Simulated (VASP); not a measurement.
# Si16HCl4 in VASP: single point with PBE+D3(BJ)

Aim: the single point of Si16HCl4 with PBE+D3(BJ).

All numbers are computed with VASP 6.6.1; they aren't measurements. Logs are shortened: lines on timing, memory, paths and dates and some standing lists are left out, and cuts for length are marked.

### Step 1. The cell of the first run

The cell holds a slab with vacuum, 21 atoms: a = 7.667 Å, b = 5.422 Å, c = 25.444 Å, α = 90.00°, β = 90.00°, γ = 90.00°.

### Step 2. Single point, PBE+D3(BJ), collinear spin

INCAR reads:

```
PREC = Accurate
ENCUT = 520
EDIFF = 1E-6
ISMEAR = 0
SIGMA = 0.05
LREAL = Auto
LASPH = True
NELM = 150
ALGO = Normal
ISIF = 2
LWAVE = False
LCHARG = False
ISPIN = 2
MAGMOM = 0 0 0 0 0 0 0 0 0 0 0 0 0 0 0 0 0 0 0 0 1
LORBIT = 11
LDIPOL = True
IDIPOL = 3
DIPOL = 0.5 0.5 0.463
GGA = PE
IVDW = 12
NBANDS = 66
```

KPOINTS reads:

```
regular mesh
0
Gamma
  2 3 1
```

POSCAR reads:

```
Si16HCl4
1.0
    7.6671877233      0.0000000000      0.0000000000
    0.0000000000      5.4215204318      0.0000000000
    0.0000000000      0.0000000000     25.4442129496
Si Cl H
16 4 1
Direct
    0.2500000000      0.0000000000      0.3809833763
    0.7500000000      0.0000000000      0.3809833763
    0.5000000000      0.2500000000      0.3809833763
    0.0000000000      0.2500000000      0.3809833763
    0.5000000000      0.5000000000      0.4563166922
    0.0000000000      0.5000000000      0.4563166922
    0.7500000000      0.7500000000      0.4563166922
    0.2500000000      0.7500000000      0.4563166922
    0.7431401820     -0.0062990858      0.5322911935
    0.2568598180     -0.0062990858      0.5322911935
    0.0000000000      0.2170394573      0.5248936158
    0.5000000000      0.2567984640      0.5340221272
    0.0000000000      0.5397127224      0.5812477777
    0.5000000000      0.6273261336      0.5858552120
    0.2197974534      0.7858836014      0.6142920729
    0.7802025466      0.7858836014      0.6142920729
    0.2483870304      0.8560938164      0.3063813720
    0.7516129696      0.8560938164      0.3063813720
    0.5000000000      0.3919204220      0.3061239513
    0.0000000000      0.3884731711      0.3058248776
    0.0000000000      0.9148530045      0.6393859702
```

Potentials or basis: VASP PAW PBE potentials, release 64 (Si, Cl, H).

Command:

```bash
$ cat potpaw_PBE.64/Si/POTCAR potpaw_PBE.64/Cl/POTCAR potpaw_PBE.64/H/POTCAR > POTCAR
$ mpirun -np 1 vasp_std > vasp.out
```

OUTCAR:

```text
PREC = Accurate
   ENCUT = 520
   EDIFF = 1E-6
   ISMEAR = 0
   LREAL = Auto
   LASPH = True
   NELM = 150
   ISIF = 2
   ISPIN = 2
   LORBIT = 11
   GGA = PE
   IVDW = 12
 IVDW          = 12

 ion  position               nearest neighbor table
   1  0.250  0.000  0.381-  17 2.05   4 2.35   3 2.35   8 2.35
   2  0.750  0.000  0.381-  18 2.05   4 2.35   3 2.35   7 2.35
   3  0.500  0.250  0.381-  19 2.05   2 2.35   1 2.35   5 2.35
   4  0.000  0.250  0.381-  20 2.05   2 2.35   1 2.35   6 2.35
   5  0.500  0.500  0.456-   7 2.35   8 2.35   3 2.35  12 2.38
   6  0.000  0.500  0.456-  11 2.32   8 2.35   7 2.35   4 2.35
   7  0.750  0.750  0.456-   9 2.34   6 2.35   5 2.35   2 2.35
   8  0.250  0.750  0.456-  10 2.34   6 2.35   5 2.35   1 2.35
   9  0.743  0.994  0.532-  11 2.32   7 2.34  12 2.35  16 2.39  14 3.05
  10  0.257  0.994  0.532-  11 2.32   8 2.34  12 2.35  15 2.39  14 3.05
  11  0.000  0.217  0.525-  13 2.26  10 2.32   9 2.32   6 2.32
  12  0.500  0.257  0.534-   9 2.35  10 2.35   5 2.38  14 2.40
  13  0.000  0.540  0.581-  11 2.26  15 2.31  16 2.31
  14  0.500  0.627  0.586-  12 2.40  15 2.42  16 2.42  10 3.05   9 3.05
  15  0.220  0.786  0.614-  21 1.93  13 2.31  10 2.39  14 2.42
  16  0.780  0.786  0.614-  21 1.93  13 2.31   9 2.39  14 2.42
  17  0.248  0.856  0.306-   1 2.05
  18  0.752  0.856  0.306-   2 2.05
  19  0.500  0.392  0.306-   3 2.05
  20  0.000  0.388  0.306-   4 2.05
  21  0.000  0.915  0.639-  15 1.93  16 1.93

  LATTYP: Found a simple orthorhombic cell.
 ALAT       =     5.4215204318
 B/A-ratio  =     1.4142135624
 C/A-ratio  =     4.6931876896

  Lattice vectors:

 A1 = (   0.0000000000,  -5.4215204318,   0.0000000000)
 A2 = (   7.6671877233,   0.0000000000,   0.0000000000)
 A3 = (   0.0000000000,   0.0000000000,  25.4442129496)

Analysis of symmetry for initial positions (statically):
=====================================================================
 Subroutine PRICEL returns:
 Original cell was already a primitive cell.

 Routine SETGRP: Setting up the symmetry group for a
 simple orthorhombic supercell.

 Subroutine GETGRP returns: Found  2 space group operations
 (whereof  2 operations were pure point group operations)
 out of a pool of  8 trial point group operations.

The static configuration has the point symmetry C_1h.

Analysis of symmetry for dynamics (positions and initial velocities):
=====================================================================
 Subroutine PRICEL returns:
 Original cell was already a primitive cell.

 Routine SETGRP: Setting up the symmetry group for a
 simple orthorhombic supercell.

 Subroutine GETGRP returns: Found  2 space group operations
 (whereof  2 operations were pure point group operations)
 out of a pool of  8 trial point group operations.

The dynamic configuration has the point symmetry C_1h.

Analysis of structural, dynamic, and magnetic symmetry:
=====================================================================
 Subroutine PRICEL returns:
 Original cell was already a primitive cell.

 Routine SETGRP: Setting up the symmetry group for a
 simple orthorhombic supercell.

 Subroutine GETGRP returns: Found  2 space group operations
 (whereof  2 operations were pure point group operations)
 out of a pool of  8 trial point group operations.

The overall configuration has the point symmetry C_1h.

 Subroutine INISYM returns: Found  2 space group operations
 (whereof  2 operations are pure point group operations),
 and found     1 'primitive' translations

----------------------------------------------------------------------------------------

                                     Primitive cell

  volume of cell :    1057.6603

  direct lattice vectors                    reciprocal lattice vectors
     7.667187723  0.000000000  0.000000000     0.130425918  0.000000000  0.000000000
     0.000000000  5.421520432  0.000000000     0.000000000  0.184450103  0.000000000
     0.000000000  0.000000000 25.444212950     0.000000000  0.000000000  0.039301668

  length of vectors
     7.667187723  5.421520432 25.444212950     0.130425918  0.184450103  0.039301668

  position of ions in fractional coordinates (direct lattice)
     0.250000000  0.000000000  0.380983376
     0.750000000  0.000000000  0.380983376
     0.500000000  0.250000000  0.380983376
[... 86 lines left out ...]
   ICHARG =      2    charge: 1-file 2-atom 10-const
   ISPIN  =      2    spin polarized calculation?
   LNONCOLLINEAR =      F non collinear calculations
   LSORBIT =      F    spin-orbit coupling
   LASPH  =      T    aspherical Exc in radial PAW
   ENCUT  =  520.0 eV  38.22 Ry    6.18 a.u.  14.26 10.08 47.31*2*pi/ulx,y,z
   NELM   =    150;   NELMIN=  2; NELMDL= -5     # of ELM steps
   EDIFF  = 0.1E-05   stopping-criterion for ELM
   LREAL  =      T    real-space projection
   EDIFFG = 0.1E-04   stopping-criterion for IOM
   NSW    =      0    number of steps for IOM
   IBRION =     -1    ionic relax: 0-MD 1-quasi-New 2-CG
   NFREE  =      0    steps in history (QN), initial steepest desc. (CG)
   ISIF   =      2    stress and relaxation
   ISYM   =      2    0-nonsym 1-usesym 2-fastsym
   POTIM  = 0.5000    time-step for ionic-motion
   TEBEG  =    0.0;   TEEND  =   0.0 temperature during run
   PSTRESS=    0.0 pullay stress
   NELECT =      93.0000    total number of electrons
   NUPDOWN=      -1.0000    fix difference up-down
   EMIN   =  10.00;   EMAX   =-10.00  energy-range for DOS
   EFERMI =   0.00;   METHOD = LEGACY
   ISMEAR =     0;   SIGMA  =   0.05  broadening in eV -4-tet -1-fermi 0-gaus
   EFERMI_NEDOS =   21; number of points for ismear=-14 and -15
   IALGO  =     38    algorithm
   IMIX   =      4    mixing-type and parameters
     AMIX     =   0.40;   BMIX     =  1.00
     AMIX_MAG =   1.60;   BMIX_MAG =  1.00
  volume/ion in A,a.u.               =      50.36       339.88
  Fermi-wavevector in a.u.,A,eV,Ry     =   0.727982  1.375686  7.210506  0.529957
  Thomas-Fermi vector in A             =   1.819341
   LORBIT       =     11    0 simple, 1 ext, 2 COOP (PROOUT), +10 PAW based schemes
   GGA     = PE    functional components
   LHFCALC =     F    Hartree Fock is set to
   AEXX    =    0.0000 exact exchange contribution
   IVDW    =    12    specifies the selected vdW correction
   LEPSILON=     F    determine dielectric tensor
   LRPA    =     F    only Hartree local field effects (RPA)
 spin polarized calculation
 Gauss-broadening in eV      SIGMA  =   0.05
  energy-cutoff  :      520.00
  volume of cell :     1057.66
 maximum number of plane-waves:     28502
 NGX is ok and might be reduce to    60
   NGX = 29   NGY = 21   NGZ = 95

 number of electron      93.0000006 magnetization       0.0001319

 dipolmoment           0.000000      0.000000     -0.216395 electrons x Angstroem

 Free energy of the ion-electron system (eV)
  ---------------------------------------------------
  ext. energy  EPLUGINS =         0.00000000
  ---------------------------------------------------
  free energy    TOTEN  =       -97.15046762 eV

  energy without entropy =      -97.14658485  energy(sigma->0) =      -97.14852624

 E-fermi :  -1.1191     XC(G=0):  -4.1065

 val. band max:       -1.1663708409   @ k =   0.0000   0.0000   0.0000
 cond. band min:      -1.0719838826   @ k =   0.0000   0.0000   0.0000
 fundamental gap:      0.0943869583
 Fermi energy:        -1.1191134550

 spin component 1

 k-point     1 :       0.0000    0.0000    0.0000
  band No.  band energies     occupation
      1     -17.2594      1.00000
      2     -16.7461      1.00000
      3     -16.7301      1.00000
      4     -16.4172      1.00000
      5     -12.9329      1.00000
      6     -11.6560      1.00000
[... 233 lines left out ...]
     57       2.0866      0.00000
     58       2.2810      0.00000
 Fermi energy:        -1.1191134550

 spin component 2

 k-point     1 :       0.0000    0.0000    0.0000
  band No.  band energies     occupation
      1     -17.2594      1.00000
      2     -16.7461      1.00000
      3     -16.7301      1.00000
      4     -16.4172      1.00000
      5     -12.9329      1.00000
      6     -11.6560      1.00000
[... 233 lines left out ...]
     57       2.0866      0.00000
     58       2.2810      0.00000
 [bands above 58 left out]

------------------------ aborting loop because EDIFF is reached ----------------------------------------

 vacuum level on the upper side and lower side of the slab       (xc-potential included)        -0.458         0.464

 Edisp (eV)   -5.03141

 E8    (eV) :    -2.0934

  FORCE on cell =-STRESS in cart. coord.  units (eV):
  Direction    XX          YY          ZZ          XY          YZ          ZX
  --------------------------------------------------------------------------------------
  -------------------------------------------------------------------------------------
  Total       4.69301     8.12061    -1.82865     0.00000     0.01270     0.00000
  in kB       7.10912    12.30135    -2.77010     0.00000     0.01923     0.00000
  external pressure =        5.55 kB  Pullay stress =        0.00 kB

 VOLUME and BASIS-vectors are now :
 -----------------------------------------------------------------------------
  energy-cutoff  :      520.00
  volume of cell :     1057.66
      direct lattice vectors                 reciprocal lattice vectors
     7.667187723  0.000000000  0.000000000     0.130425918  0.000000000  0.000000000
     0.000000000  5.421520432  0.000000000     0.000000000  0.184450103  0.000000000
     0.000000000  0.000000000 25.444212950     0.000000000  0.000000000  0.039301668

 POSITION                                       TOTAL-FORCE (eV/Angst)
 -----------------------------------------------------------------------------------
      1.91680      0.00000      9.69382         0.065593      0.517587      0.193827
      5.75039      0.00000      9.69382        -0.065593      0.517587      0.193827
      3.83359      1.35538      9.69382         0.000000     -0.564569      0.149957
      0.00000      1.35538      9.69382         0.000000     -0.480252     -0.036163
      3.83359      2.71076     11.61062         0.000000      0.054293     -0.137061
      0.00000      2.71076     11.61062         0.000000      0.437617     -0.326709
[... 13 lines left out ...]
      0.00000      2.10612      7.78147         0.000000     -0.006115      0.039685
      0.00000      4.95989     16.26867         0.000000     -0.002281     -0.002583
 -----------------------------------------------------------------------------------
    total drift:                                0.000000     -0.002829      0.006321

  FREE ENERGIE OF THE ION-ELECTRON SYSTEM (eV)
  ---------------------------------------------------
  free  energy   TOTEN  =      -102.1818783665 eV

  energy  without entropy=     -102.1779955954  energy(sigma->0) =     -102.17993698

 vacuum level on the upper side and lower side of the slab         3.509         4.453

 total charge

# of ion       s       p       d       tot
------------------------------------------
    1        0.743   0.917   0.000   1.659
    2        0.743   0.917   0.000   1.659
    3        0.743   0.916   0.000   1.659
    4        0.748   0.911   0.000   1.659
    5        0.753   0.941   0.000   1.693
    6        0.754   0.945   0.000   1.698
[... 13 lines left out ...]
   20        1.609   3.533   0.000   5.142
   21        0.450   0.011   0.000   0.462
--------------------------------------------------
tot         19.182  28.567   0.000  47.749

 magnetization (x)

# of ion       s       p       d       tot
------------------------------------------
    1        0.000  -0.000   0.000  -0.000
    2        0.000  -0.000   0.000  -0.000
    3        0.000  -0.000   0.000   0.000
    4        0.000  -0.000   0.000   0.000
    5       -0.000  -0.000   0.000  -0.000
    6       -0.000  -0.000   0.000  -0.000
[... 13 lines left out ...]
   20       -0.000  -0.000   0.000  -0.000
   21        0.000   0.000   0.000   0.000
--------------------------------------------------
tot          0.000  -0.000   0.000  -0.000
```

It took 42 min on 1 thread of Oxide Virtual Turin-like, shared host; peak memory 1.4 GiB.

What came out:

* Free energy: -102.1819 eV
* Largest force: 0.584 eV/Å
* Net moment: 0.00 μB per cell
* Valence electrons inside the program's atomic spheres: Si 1.66, 1.69, 1.70, 1.67, 1.74, 1.68, 1.59, 1.64 (each value once); Cl 5.14; H 0.46
* Dispersion energy per atom: -0.240 eV

Forces on the atoms (eV/Å):
```
Si   0.066  0.518  0.194
Si  -0.066  0.518  0.194
Si   0.000 -0.565  0.150
Si   0.000 -0.480 -0.036
Si   0.000  0.054 -0.137
Si   0.000  0.438 -0.327
Si  -0.227 -0.240 -0.098
Si   0.227 -0.240 -0.098
Si   0.001  0.001  0.003
Si  -0.001  0.001  0.003
Si   0.000  0.001  0.001
Si   0.000 -0.001 -0.007
Si   0.000  0.003  0.008
Si   0.000  0.000  0.003
Si   0.005 -0.002 -0.012
Si  -0.005 -0.002 -0.012
Cl   0.002  0.005  0.046
Cl  -0.002  0.005  0.046
Cl   0.000 -0.004  0.044
Cl   0.000 -0.006  0.040
H    0.000 -0.002 -0.003
```

Levels at points of the mesh, in eV from the Fermi level:
Spin up:
```tsv
k point	band 42	band 43	band 44	band 45	band 46	band 47	band 48	band 49	band 50	band 51
(0.00, 0.00, 0.00)	-1.51	-1.17	-1.02	-0.52	-0.45	-0.05	0.05	0.90	1.23	1.53
(0.50, 0.00, 0.00)	-1.40	-1.38	-1.31	-1.20	-0.87	0.50	0.82	1.18	1.57	1.66
```
Spin down:
```
           k point  band 42  band 43  band 44  band 45  band 46  band 47  band 48  band 49  band 50  band 51
(0.00, 0.00, 0.00)    -1.51    -1.17    -1.02    -0.52    -0.45    -0.05     0.05     0.90     1.23     1.53
(0.50, 0.00, 0.00)    -1.40    -1.38    -1.31    -1.20    -0.87     0.50     0.82     1.18     1.57     1.66
```

Caveat: the k points lie up to 0.41 Å⁻¹ apart.
